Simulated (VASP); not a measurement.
# NaF (F-43m) in VASP: settings compared

The runs below take NaF through single point, with PBE0, HF.

All numbers are computed with VASP 6.6.1; they aren't measurements. Logs are shortened: lines on timing, memory, paths and dates and some standing lists are left out, and cuts for length are marked.

## Step 1: The cell of the first run

Symmetry: F-43m, No. 216, cubic system. The conventional cell has a = 5.063 Å, b = 5.063 Å, c = 5.063 Å, α = 90.00°, β = 90.00°, γ = 90.00°. Na (site symmetry -43m) has 4 F at 2.19 Å within 2.9 Å. Within 2.9 Å of F (site symmetry -43m) lie 4 Na at 2.19 Å.

## Step 2: Single point, PBE0

Contents of POSCAR:

```
NaF
1.0
    0.0000000000      2.5312613675      2.5312613675
    2.5312613675      0.0000000000      2.5312613675
    2.5312613675      2.5312613675      0.0000000000
Na F
1 1
Direct
    0.0000000000      0.0000000000      0.0000000000
    0.2500000000      0.2500000000      0.2500000000
```

Contents of INCAR.step1:

```
PREC     = Accurate       # precision mode
ENCUT    = 520            # plane-wave cutoff, eV
EDIFF    = 1E-5           # SCF threshold, eV
ISMEAR   = 0              # smearing method
SIGMA    = 0.01           # smearing width, eV
LREAL    = F              # projectors in reciprocal space
LASPH    = T              # aspherical terms in the spheres
NELM     = 100            # most SCF steps
ALGO     = Normal         # electronic algorithm
ISIF     = 2              # what is computed and relaxed
LWAVE    = T              # write WAVECAR
LCHARG   = F              # write CHGCAR
GGA      = PE             # functional
NBANDS   = 14             # bands
```

Contents of INCAR.step2:

```
PREC     = Accurate       # precision mode
ENCUT    = 520            # plane-wave cutoff, eV
EDIFF    = 1E-7           # SCF threshold, eV
ISMEAR   = 0              # smearing method
SIGMA    = 0.01           # smearing width, eV
LREAL    = F              # projectors in reciprocal space
LASPH    = T              # aspherical terms in the spheres
NELM     = 100            # most SCF steps
ALGO     = Normal         # electronic algorithm
ISIF     = 2              # what is computed and relaxed
LWAVE    = F              # write WAVECAR
LCHARG   = F              # write CHGCAR
GGA      = PE             # functional
LHFCALC  = T              # exact exchange
AEXX     = 0.25           # exact-exchange fraction
PRECFOCK = Normal       
ISTART   = 1            
NBANDS   = 14             # bands
```

Contents of KPOINTS:

```
regular mesh
0
Gamma
  6 6 6
```

Potentials or basis: VASP PAW PBE potentials, release 64 (Na_pv, F).

On the command line:

```
cat potpaw_PBE.64/Na_pv/POTCAR potpaw_PBE.64/F/POTCAR > POTCAR
cp INCAR.step1 INCAR
mpirun -np 1 vasp_std > vasp.out
cp INCAR.step2 INCAR
mpirun -np 1 vasp_std > vasp.out
```

OUTCAR:

```text
PREC = Accurate
   ENCUT = 520
   EDIFF = 1E-7
   ISMEAR = 0
   LREAL = F
   LASPH = T
   NELM = 100
   ISIF = 2
   GGA = PE
   LHFCALC = T
   AEXX = 0.25
   PRECFOCK = Normal
   ISTART = 1

 ion  position               nearest neighbor table
   1  0.000  0.000  0.000-   2 2.19   2 2.19   2 2.19   2 2.19
   2  0.250  0.250  0.250-   1 2.19   1 2.19   1 2.19   1 2.19

  LATTYP: Found a face centered cubic cell.
 ALAT       =     5.0625227350

  Lattice vectors:

 A1 = (   0.0000000000,   2.5312613675,   2.5312613675)
 A2 = (   2.5312613675,   0.0000000000,   2.5312613675)
 A3 = (   2.5312613675,   2.5312613675,   0.0000000000)

Analysis of symmetry for initial positions (statically):
=====================================================================
 Subroutine PRICEL returns:
 Original cell was already a primitive cell.

 Routine SETGRP: Setting up the symmetry group for a
 face centered cubic supercell.

 Subroutine GETGRP returns: Found 24 space group operations
 (whereof 24 operations were pure point group operations)
 out of a pool of 48 trial point group operations.

The static configuration has the point symmetry T_d .

Analysis of symmetry for dynamics (positions and initial velocities):
=====================================================================
 Subroutine PRICEL returns:
 Original cell was already a primitive cell.

 Routine SETGRP: Setting up the symmetry group for a
 face centered cubic supercell.

 Subroutine GETGRP returns: Found 24 space group operations
 (whereof 24 operations were pure point group operations)
 out of a pool of 48 trial point group operations.

The dynamic configuration has the point symmetry T_d .

 Subroutine INISYM returns: Found 24 space group operations
 (whereof 24 operations are pure point group operations),
 and found     1 'primitive' translations

----------------------------------------------------------------------------------------

                                     Primitive cell

  volume of cell :      32.4370

  direct lattice vectors                    reciprocal lattice vectors
     0.000000000  2.531261367  2.531261367    -0.197529977  0.197529977  0.197529977
     2.531261367  0.000000000  2.531261367     0.197529977 -0.197529977  0.197529977
     2.531261367  2.531261367  0.000000000     0.197529977  0.197529977 -0.197529977

  length of vectors
     3.579744156  3.579744156  3.579744156     0.342131956  0.342131956  0.342131956
[... 90 lines left out ...]
   IMIX   =      1    mixing-type and parameters
     AMIX     =   0.40;   BMIX     =  1.00
     AMIX_MAG =   1.60;   BMIX_MAG =  1.00
  volume/ion in A,a.u.               =      16.22       109.45
  Fermi-wavevector in a.u.,A,eV,Ry     =   1.237192  2.337954 20.825685  1.530645
  Thomas-Fermi vector in A             =   2.371770
   LORBIT       =      0    0 simple, 1 ext, 2 COOP (PROOUT), +10 PAW based schemes
   GGA     = PE    functional components
   LHFCALC =     T    Hartree Fock is set to
   PRECFOCK=normal    Normal, Fast or Accurate (Low or Medium for compatibility)
   ENCUT4O =  -1.0   cutoff for four orbital integrals eV
   NKREDX  =     1    reduce k-point grid by
   NKREDY  =     1    reduce k-point grid by
   NKREDZ  =     1    reduce k-point grid by
   AEXX    =    0.2500 exact exchange contribution
   HFSCREEN=    0.0000 screening length (either q_TF or 0.3 A-1)
   HFSCREENC=   0.0000 screening length for correlation (either q_TF or 0.3 A-1)
   ENCUTFOCK=  -1.0 apply spherical cutoff to Coloumb kernel
   IVDW    =     0    specifies the selected vdW correction
   LEPSILON=     F    determine dielectric tensor
   LRPA    =     F    only Hartree local field effects (RPA)
 non-spin polarized calculation
 Gauss-broadening in eV      SIGMA  =   0.01
  energy-cutoff  :      520.00
  volume of cell :       32.44
 maximum number of plane-waves:       893
 NGX is ok and might be reduce to    28
  NGX = 20; NGY = 20; NGZ = 20

 number of electron      13.9999982 magnetization

 Free energy of the ion-electron system (eV)
  ---------------------------------------------------
  ext. energy  EPLUGINS =         0.00000000
  ---------------------------------------------------
  free energy    TOTEN  =       -10.64008016 eV

  energy without entropy =      -10.64008016  energy(sigma->0) =      -10.64008016

 E-fermi :  -5.3000     XC(G=0):  -5.9876

 val. band max:       -5.4524840957   @ k =   0.0000   0.0000   0.0000
 cond. band min:       2.9697740991   @ k =   0.0000   0.0000   0.0000
 fundamental gap:      8.4222581948
 Fermi energy:        -5.2999951239

 k-point     1 :       0.0000    0.0000    0.0000
  band No.  band energies     occupation
      1     -25.7371      2.00000
      2     -25.7272      2.00000
      3     -25.7272      2.00000
      4     -25.7272      2.00000
      5      -5.4525      2.00000
      6      -5.4525      2.00000
      7      -5.4525      2.00000
      8       2.9698      0.00000
      9      16.9804      0.00000
     10      16.9804      0.00000
     11      16.9804      0.00000
     12      18.6048      0.00000
     13      18.6048      0.00000
     14      18.6048      0.00000
[... 241 lines left out ...]
      1     -26.4615      2.00000
      2     -25.7670      2.00000
      3     -25.7565      2.00000
      4     -24.8806      2.00000
      5      -6.0941      2.00000
      6      -5.7828      2.00000
      7      -5.6507      2.00000
      8       7.7952      0.00000
      9       9.5745      0.00000
     10      12.5778      0.00000
     11      13.0440      0.00000
     12      17.5747      0.00000
     13      19.8773      0.00000
     14      21.7764      0.00000

------------------------ aborting loop because EDIFF is reached ----------------------------------------

  FORCE on cell =-STRESS in cart. coord.  units (eV):
  Direction    XX          YY          ZZ          XY          YZ          ZX
  --------------------------------------------------------------------------------------
  -------------------------------------------------------------------------------------
  Total        0.1767472      0.1767472      0.1767472      0.0000000      0.0000000      0.0000000
  in kB        8.7301572      8.7301572      8.7301572      0.0000000      0.0000000      0.0000000
  external PRESSURE =       8.7301572 kB  Pullay stress =       0.0000000 kB

 VOLUME and BASIS-vectors are now :
 -----------------------------------------------------------------------------
  energy-cutoff  :      520.00
  volume of cell :       32.44
      direct lattice vectors                 reciprocal lattice vectors
     0.000000000  2.531261367  2.531261367    -0.197529977  0.197529977  0.197529977
     2.531261367  0.000000000  2.531261367     0.197529977 -0.197529977  0.197529977
     2.531261367  2.531261367  0.000000000     0.197529977  0.197529977 -0.197529977

 POSITION                                       TOTAL-FORCE (eV/Angst)
 -----------------------------------------------------------------------------------
      0.00000      0.00000      0.00000         0.000000      0.000000      0.000000
      1.26563      1.26563      1.26563        -0.000000     -0.000000     -0.000000
 -----------------------------------------------------------------------------------
    total drift:                               -0.000000     -0.000001     -0.000001

  FREE ENERGIE OF THE ION-ELECTRON SYSTEM (eV)
  ---------------------------------------------------
  free  energy   TOTEN  =       -10.6400801626 eV

  energy  without entropy=      -10.6400801626  energy(sigma->0) =      -10.64008016
```

OUTCAR.step1:

```text
PREC = Accurate
   ENCUT = 520
   EDIFF = 1E-5
   ISMEAR = 0
   LREAL = F
   LASPH = T
[... 482 lines left out ...]
 -----------------------------------------------------------------------------------
      0.00000      0.00000      0.00000        -0.000000      0.000000     -0.000000
      1.26563      1.26563      1.26563         0.000000     -0.000000      0.000000
 -----------------------------------------------------------------------------------
    total drift:                               -0.000000     -0.000000     -0.000000

  FREE ENERGIE OF THE ION-ELECTRON SYSTEM (eV)
  ---------------------------------------------------
  free  energy   TOTEN  =        -8.3837503839 eV

  energy  without entropy=       -8.3837503839  energy(sigma->0) =       -8.38375038
```

It took 21 min on 1 thread of Intel Xeon Platinum 8259CL at 2.50GHz (Skylake/Cascade Lake), shared host; peak memory 0.16 GiB.

What came out:

- Free energy: -10.6401 eV
- Pressure: 0.9 GPa
- Band gap on the k mesh: 8.42 eV

Caveat: the structure was generated, so it needn't be the stable form of NaF; the PAW data sets were made with another functional, which shifts forces and pressure a little.

## Step 3: Single point, HF

POSCAR is that of step 2.

Contents of INCAR.step1:

```
SYSTEM = NaF
PREC = Accurate
ENCUT = 520
EDIFF = 1E-5
ISMEAR = 0
SIGMA = 0.01
LREAL = .False.
LASPH = .True.
NELM = 100
ALGO = Normal
ISIF = 2
LWAVE = .True.
LCHARG = .False.
NBANDS = 14
GGA = PE
```

Contents of INCAR.step2:

```
SYSTEM = NaF
PREC = Accurate
ENCUT = 520
EDIFF = 1E-6
ISMEAR = 0
SIGMA = 0.01
LREAL = .False.
LASPH = .True.
NELM = 100
ALGO = Normal
ISIF = 2
LWAVE = .False.
LCHARG = .False.
GGA = PE
LHFCALC = .True.
AEXX = 1.0
ALDAC = 0.0
AGGAC = 0.0
PRECFOCK = Normal
NBANDS = 14
ISTART = 1
```

Contents of KPOINTS:

```
regular mesh
0
Gamma
  6 6 6
  0 0 0
```

Potentials or basis: VASP PAW PBE potentials, release 64 (Na_pv, F).

On the command line:

```
cat potpaw_PBE.64/Na_pv/POTCAR potpaw_PBE.64/F/POTCAR > POTCAR
cp INCAR.step1 INCAR
mpirun -np 1 vasp_std > vasp.out
cp INCAR.step2 INCAR
mpirun -np 1 vasp_std > vasp.out
```

Run time: 21 min. Hardware: 1 thread of Intel Xeon Platinum 8259CL at 2.50GHz (Skylake/Cascade Lake), shared host; peak memory 0.16 GiB.

It converged, with:

```yaml
Free_energy: -16.7653 eV
Pressure: 1.0 GPa
Band_gap_on_the_k_mesh: 16.81 eV
```

Levels at points of the mesh, in eV from the valence-band top:
```
           k point  band 4  band 5  band 6  band 7  band 8  band 9  band 10  band 11
(0.00, 0.00, 0.00)  -24.23    0.00    0.00    0.00   16.81   31.55    31.55    31.55
(0.50, 0.00, 0.00)  -23.68   -0.85   -0.05   -0.05   21.25   22.65    29.09    29.09
(0.50, 0.50, 0.00)  -23.55   -0.81   -0.19   -0.19   21.03   23.61    28.84    29.43
```

Caveat: the structure was generated, so it needn't be the stable form of NaF; the PAW data sets were made with another functional, which shifts forces and pressure a little.
